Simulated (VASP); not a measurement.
Input of a VASP 6.6.1 run:

INCAR

```
SYSTEM = Zn
ALGO     = Fast           ! electronic algorithm
EDIFF    = 1E-7           ! SCF threshold, eV
EDIFFG   = -0.04          ! ionic threshold
ENCUT    = 600            ! plane-wave cutoff, eV
GGA      = PS             ! functional
IBRION   = 2              ! ionic algorithm
ISIF     = 3              ! what is computed and relaxed
ISMEAR   = 0              ! smearing method
LASPH    = .TRUE.         ! aspherical terms in the spheres
LCHARG   = .FALSE.        ! write CHGCAR
LREAL    = .FALSE.        ! projectors in reciprocal space
LWAVE    = .FALSE.        ! write WAVECAR
NELM     = 80             ! most SCF steps
NSW      = 90             ! ionic steps
PREC     = Accurate       ! precision mode
SIGMA    = 0.1            ! smearing width, eV
```

File KPOINTS:

```
k-points
0
G
  9 9 9
  0 0 0
```

The input POSCAR:

```
Zn
1.0
    1.4119234871      0.8151744054      6.1226199001
   -1.4119234871      0.8151744054      6.1226199001
    0.0000000000     -1.6303488108      6.1226199001
Zn
3
Direct
    0.0000000000      0.0000000000      0.0000000000
    0.2221496727      0.2221496727      0.2221496727
    0.7778503273      0.7778503273      0.7778503273
```

Potentials or basis: VASP PAW PBE potentials, release 64 (Zn).

The run is started by

```bash
$ cat potpaw_PBE.64/Zn/POTCAR > POTCAR
$ mpirun -np 1 vasp_std > vasp.out
```

(1) Predict the relaxed cell.

(2) Predict the space group after relaxing (to 0.05 Å).

## Answers

(1) a = 6.494 Å, b = 6.494 Å, c = 6.494 Å, α = 24.76°, β = 24.76°, γ = 24.76°.

(2) R-3m (No. 166).
